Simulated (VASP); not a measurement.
# Ca3Mg (Fm-3m) in VASP: further runs

The runs below take Ca3Mg through single point, with LDA.

Everything below comes from runs of VASP 6.6.1. Logs are shortened: lines on timing, memory, paths and dates and some standing lists are left out, and cuts for length are marked.

## 1. The cell of the first run

It takes space group Fm-3m (No. 225, cubic). Conventional cell: a = 8.320 Å, b = 8.320 Å, c = 8.320 Å, α = 90.00°, β = 90.00°, γ = 90.00°. Within 4.7 Å of Ca (site symmetry m-3m) lie 8 Ca at 3.60 Å and 6 Mg at 4.16 Å. Ca (site symmetry -43m) has 10 Ca at 3.60 to 4.16 Å and 4 Mg at 3.60 Å within 4.7 Å. Within 4.7 Å of Mg (site symmetry m-3m) lie 14 Ca at 3.60 to 4.16 Å.

## 2. Single point, LDA

INCAR reads:

```
SYSTEM = Ca3Mg
PREC = Accurate
ENCUT = 520
EDIFF = 1E-6
ISMEAR = 1
SIGMA = 0.05
LREAL = .False.
LASPH = .True.
NELM = 100
ALGO = Normal
ISIF = 2
LWAVE = .False.
LCHARG = .False.
GGA = CA
NBANDS = 24
```

KPOINTS reads:

```
regular mesh
0
Gamma
  6 6 6
  0 0 0
```

POSCAR reads:

```
Ca3Mg
1.0
    5.8830220000      0.0000000000      0.0000000000
    2.9415110000      5.0948465030      0.0000000000
    2.9415110000      1.6982821677      4.8034673485
Ca Mg
3 1
Direct
    0.5000000000      0.5000000000      0.5000000000
    0.2500000000      0.2500000000      0.2500000000
    0.7500000000      0.7500000000      0.7500000000
    0.0000000000      0.0000000000      0.0000000000
```

Potentials or basis: VASP PAW LDA potentials, release 64 (Ca_sv, Mg).

The run is started by

```console
cat potpaw_LDA.64/Ca_sv/POTCAR potpaw_LDA.64/Mg/POTCAR > POTCAR
mpirun -np 1 vasp_std > vasp.out
```

OUTCAR:

```text
SYSTEM = Ca3Mg
   PREC = Accurate
   ENCUT = 520
   EDIFF = 1E-6
   ISMEAR = 1
   LREAL = .False.
   LASPH = .True.
   NELM = 100
   ISIF = 2
   GGA = CA

 ion  position               nearest neighbor table
   1  0.500  0.500  0.500-
   2  0.250  0.250  0.250-
   3  0.750  0.750  0.750-
   4  0.000  0.000  0.000-

  LATTYP: Found a face centered cubic cell.
 ALAT       =     8.3198495001

  Lattice vectors:

 A1 = (   5.8830220000,   0.0000000000,   0.0000000000)
 A2 = (   2.9415110000,   5.0948465030,   0.0000000000)
 A3 = (   2.9415110000,   1.6982821677,   4.8034673485)

Analysis of symmetry for initial positions (statically):
=====================================================================
 Subroutine PRICEL returns:
 Original cell was already a primitive cell.

 Routine SETGRP: Setting up the symmetry group for a
 face centered cubic supercell.

 Subroutine GETGRP returns: Found 48 space group operations
 (whereof 48 operations were pure point group operations)
 out of a pool of 48 trial point group operations.

The static configuration has the point symmetry O_h .

Analysis of symmetry for dynamics (positions and initial velocities):
=====================================================================
 Subroutine PRICEL returns:
 Original cell was already a primitive cell.

 Routine SETGRP: Setting up the symmetry group for a
 face centered cubic supercell.

 Subroutine GETGRP returns: Found 48 space group operations
 (whereof 48 operations were pure point group operations)
 out of a pool of 48 trial point group operations.

The dynamic configuration has the point symmetry O_h .

 Subroutine INISYM returns: Found 48 space group operations
 (whereof 48 operations are pure point group operations),
 and found     1 'primitive' translations

----------------------------------------------------------------------------------------

                                     Primitive cell

  volume of cell :     143.9748

  direct lattice vectors                    reciprocal lattice vectors
     5.883022000  0.000000000  0.000000000     0.169980666 -0.098138384 -0.069394316
     2.941511000  5.094846503  0.000000000     0.000000000  0.196276767 -0.069394316
     2.941511000  1.698282168  4.803467348     0.000000000  0.000000000  0.208182949

  length of vectors
     5.883022000  5.883022000  5.883022000     0.208182949  0.208182949  0.208182949

  position of ions in fractional coordinates (direct lattice)
     0.500000000  0.500000000  0.500000000
     0.250000000  0.250000000  0.250000000
     0.750000000  0.750000000  0.750000000
     0.000000000  0.000000000  0.000000000

  ion indices of the primitive-cell ions
   primitive index   ion index
                 1           1
                 2           2
                 3           3
                 4           4

----------------------------------------------------------------------------------------

 KPOINTS: regular mesh

Automatic generation of k-mesh.
 Grid dimensions read from file:
 generate k-points for:    6    6    6

 Generating k-lattice:

  Cartesian coordinates                     Fractional coordinates (reciprocal lattice)
     0.028330111 -0.016356397 -0.011565719     0.166666667  0.000000000  0.000000000
     0.000000000  0.032712795 -0.011565719     0.000000000  0.166666667  0.000000000
     0.000000000  0.000000000  0.034697158     0.000000000  0.000000000  0.166666667

  Length of vectors
     0.034697158  0.034697158  0.034697158

  Shift w.r.t. Gamma in fractional coordinates (k-lattice)
     0.000000000  0.000000000  0.000000000

 Subroutine IBZKPT returns following result:
 ===========================================

 Found     16 irreducible k-points:

 Following reciprocal coordinates:
            Coordinates               Weight
  0.000000  0.000000  0.000000      1.000000
  0.166667 -0.000000  0.000000      8.000000
  0.333333 -0.000000  0.000000      8.000000
  0.500000 -0.000000 -0.000000      4.000000
  0.166667  0.166667 -0.000000      6.000000
  0.333333  0.166667  0.000000     24.000000
[... 8 lines left out ...]
 -0.333333  0.333333  0.166667     24.000000
 -0.333333  0.500000  0.166667     12.000000
   k-points           NKPTS =     16   k-points in BZ     NKDIM =     16   number of bands    NBANDS=     24
   number of dos      NEDOS =    301   number of ions     NIONS =      4
   total plane-waves  NPLWV = 110592
   dimension x,y,z NGX =    48 NGY =   48 NGZ =   48
   dimension x,y,z NGXF=    96 NGYF=   96 NGZF=   96
   ions per type =               3   1
   NGX,Y,Z   is equivalent  to a cutoff of  13.56, 13.56, 13.56 a.u.
   NGXF,Y,Z  is equivalent  to a cutoff of  27.13, 27.13, 27.13 a.u.
 SYSTEM =  Ca3Mg
   PREC   = accura    normal or accurate (medium, high low for compatibility)
   ISTART =      0    job   : 0-new  1-cont  2-samecut
   ICHARG =      2    charge: 1-file 2-atom 10-const
   ISPIN  =      1    spin polarized calculation?
   LNONCOLLINEAR =      F non collinear calculations
   LSORBIT =      F    spin-orbit coupling
   LASPH  =      T    aspherical Exc in radial PAW
   ENCUT  =  520.0 eV  38.22 Ry    6.18 a.u.  10.94 10.94 10.94*2*pi/ulx,y,z
   NELM   =    100;   NELMIN=  2; NELMDL= -5     # of ELM steps
   EDIFF  = 0.1E-05   stopping-criterion for ELM
   LREAL  =      F    real-space projection
   EDIFFG = 0.1E-04   stopping-criterion for IOM
   NSW    =      0    number of steps for IOM
   IBRION =     -1    ionic relax: 0-MD 1-quasi-New 2-CG
   NFREE  =      0    steps in history (QN), initial steepest desc. (CG)
   ISIF   =      2    stress and relaxation
   ISYM   =      2    0-nonsym 1-usesym 2-fastsym
   POTIM  = 0.5000    time-step for ionic-motion
   TEBEG  =    0.0;   TEEND  =   0.0 temperature during run
   PSTRESS=    0.0 pullay stress
   NELECT =      32.0000    total number of electrons
   NUPDOWN=      -1.0000    fix difference up-down
   EMIN   =  10.00;   EMAX   =-10.00  energy-range for DOS
   EFERMI =   0.00;   METHOD = LEGACY
   ISMEAR =     1;   SIGMA  =   0.05  broadening in eV -4-tet -1-fermi 0-gaus
   EFERMI_NEDOS =   21; number of points for ismear=-14 and -15
   IALGO  =     38    algorithm
   IMIX   =      4    mixing-type and parameters
     AMIX     =   0.40;   BMIX     =  1.00
     AMIX_MAG =   1.60;   BMIX_MAG =  1.00
  volume/ion in A,a.u.               =      35.99       242.90
  Fermi-wavevector in a.u.,A,eV,Ry     =   0.991660  1.873965 13.379820  0.983389
  Thomas-Fermi vector in A             =   2.123417
   LORBIT       =      0    0 simple, 1 ext, 2 COOP (PROOUT), +10 PAW based schemes
   GGA     = CA    functional components
   LHFCALC =     F    Hartree Fock is set to
   AEXX    =    0.0000 exact exchange contribution
   IVDW    =     0    specifies the selected vdW correction
   LEPSILON=     F    determine dielectric tensor
   LRPA    =     F    only Hartree local field effects (RPA)
 non-spin polarized calculation
 Methfessel and Paxton  Order N= 1 SIGMA  =   0.05
  energy-cutoff  :      520.00
  volume of cell :      143.97
 maximum number of plane-waves:      3895
 NGX is ok and might be reduce to    48
   NGX = 21   NGY = 21   NGZ = 21

 number of electron      32.0000003 magnetization

 Free energy of the ion-electron system (eV)
  ---------------------------------------------------
  ext. energy  EPLUGINS =         0.00000000
  ---------------------------------------------------
  free energy    TOTEN  =        -8.42017330 eV

  energy without entropy =       -8.41956937  energy(sigma->0) =       -8.41997199

 E-fermi :   1.9051     XC(G=0):  -8.2152

 val. band max:        1.8926117109   @ k =   0.5000   0.5000  -0.0000
 cond. band min:       1.9056338355   @ k =   0.3333   0.1667   0.0000
 fundamental gap:      0.0130221247
 Fermi energy:         1.9051228886

 k-point     1 :       0.0000    0.0000    0.0000
  band No.  band energies     occupation
      1     -39.5189      2.00000
      2     -39.4200      2.00000
      3     -39.4179      2.00000
      4     -20.8472      2.00000
      5     -20.8472      2.00000
      6     -20.8472      2.00000
[... 16 lines left out ...]
     23       5.1182      0.00000
     24       5.1182      0.00000

 k-point     2 :       0.1667   -0.0000    0.0000
  band No.  band energies     occupation
      1     -39.5181      2.00000
      2     -39.4204      2.00000
      3     -39.4183      2.00000
      4     -20.8508      2.00000
      5     -20.8508      2.00000
      6     -20.8492      2.00000
[... 16 lines left out ...]
     23       4.8255      0.00000
     24       4.8923      0.00000

 k-point     3 :       0.3333   -0.0000    0.0000
  band No.  band energies     occupation
      1     -39.5166      2.00000
      2     -39.4209      2.00000
      3     -39.4193      2.00000
      4     -20.8574      2.00000
      5     -20.8574      2.00000
      6     -20.8491      2.00000
[... 16 lines left out ...]
     23       4.4577      0.00000
     24       4.4577      0.00000

 k-point     4 :       0.5000   -0.0000   -0.0000
  band No.  band energies     occupation
      1     -39.5158      2.00000
      2     -39.4211      2.00000
      3     -39.4200      2.00000
      4     -20.8604      2.00000
      5     -20.8604      2.00000
      6     -20.8470      2.00000
[... 16 lines left out ...]
     23       4.1998      0.00000
     24       4.1998      0.00000

 k-point     5 :       0.1667    0.1667   -0.0000
  band No.  band energies     occupation
      1     -39.5179      2.00000
      2     -39.4205      2.00000
      3     -39.4184      2.00000
      4     -20.8556      2.00000
      5     -20.8556      2.00000
      6     -20.8430      2.00000
[... 235 lines left out ...]
 k-point    14 :       0.5000    0.3333    0.1667
  band No.  band energies     occupation
      1     -39.5155      2.00000
      2     -39.4213      2.00000
      3     -39.4200      2.00000
      4     -20.8694      2.00000
      5     -20.8612      2.00000
      6     -20.8430      2.00000
[... 16 lines left out ...]
     23       4.2345      0.00000
     24       4.6617      0.00000

 k-point    15 :      -0.3333    0.3333    0.1667
  band No.  band energies     occupation
      1     -39.5150      2.00000
      2     -39.4211      2.00000
      3     -39.4208      2.00000
      4     -20.8729      2.00000
      5     -20.8533      2.00000
      6     -20.8505      2.00000
[... 16 lines left out ...]
     23       3.9656      0.00000
     24       4.3887      0.00000

 k-point    16 :      -0.3333    0.5000    0.1667
  band No.  band energies     occupation
      1     -39.5147      2.00000
      2     -39.4216      2.00000
      3     -39.4205      2.00000
      4     -20.8774      2.00000
      5     -20.8639      2.00000
      6     -20.8365      2.00000
[... 16 lines left out ...]
     23       4.0495      0.00000
     24       4.7940      0.00000

------------------------ aborting loop because EDIFF is reached ----------------------------------------

  FORCE on cell =-STRESS in cart. coord.  units (eV):
  Direction    XX          YY          ZZ          XY          YZ          ZX
  --------------------------------------------------------------------------------------
  -------------------------------------------------------------------------------------
  Total       -1.9289280     -1.9289280     -1.9289280      0.0000000     -0.0000000      0.0000000
  in kB      -21.4654595    -21.4654595    -21.4654595      0.0000000     -0.0000000      0.0000000
  external PRESSURE =     -21.4654595 kB  Pullay stress =       0.0000000 kB

 VOLUME and BASIS-vectors are now :
 -----------------------------------------------------------------------------
  energy-cutoff  :      520.00
  volume of cell :      143.97
      direct lattice vectors                 reciprocal lattice vectors
     5.883022000  0.000000000  0.000000000     0.169980666 -0.098138384 -0.069394316
     2.941511000  5.094846503  0.000000000     0.000000000  0.196276767 -0.069394316
     2.941511000  1.698282168  4.803467348     0.000000000  0.000000000  0.208182949

 POSITION                                       TOTAL-FORCE (eV/Angst)
 -----------------------------------------------------------------------------------
      5.88302      3.39656      2.40173        -0.000000     -0.000000      0.000000
      2.94151      1.69828      1.20087        -0.000000     -0.000000      0.000000
      8.82453      5.09485      3.60260         0.000000      0.000000     -0.000000
      0.00000      0.00000      0.00000        -0.000000     -0.000000      0.000000
 -----------------------------------------------------------------------------------
    total drift:                               -0.000000     -0.000000     -0.000000

  FREE ENERGIE OF THE ION-ELECTRON SYSTEM (eV)
  ---------------------------------------------------
  free  energy   TOTEN  =        -8.4201733015 eV

  energy  without entropy=       -8.4195693672  energy(sigma->0) =       -8.41997199
```

Wall time 51 s (1 thread of Intel Xeon Platinum 8488C (Sapphire Rapids), shared host); peak memory 0.27 GiB.

What came out:

* Free energy: -8.4202 eV
* Pressure: -2.1 GPa
* Band gap on the k mesh: zero (bands 16 and 17 overlap by 0.16 eV)

Levels at points of the mesh, in eV from the Fermi level:
| k point | band 13 | band 14 | band 15 | band 16 | band 17 | band 18 | band 19 | band 20 |
| --- | --- | --- | --- | --- | --- | --- | --- | --- |
| (0.00, 0.00, 0.00) | -4.51 | 0.11 | 0.11 | 0.11 | 0.38 | 0.38 | 0.96 | 0.96 |
| (0.50, 0.00, 0.00) | -3.01 | -2.58 | -0.07 | -0.07 | 0.83 | 0.83 | 0.86 | 1.19 |
| (0.50, 0.50, 0.00) | -2.59 | -2.11 | -0.96 | -0.50 | -0.01 | -0.01 | 1.53 | 1.53 |

(Part 1 of 2 ends here.)
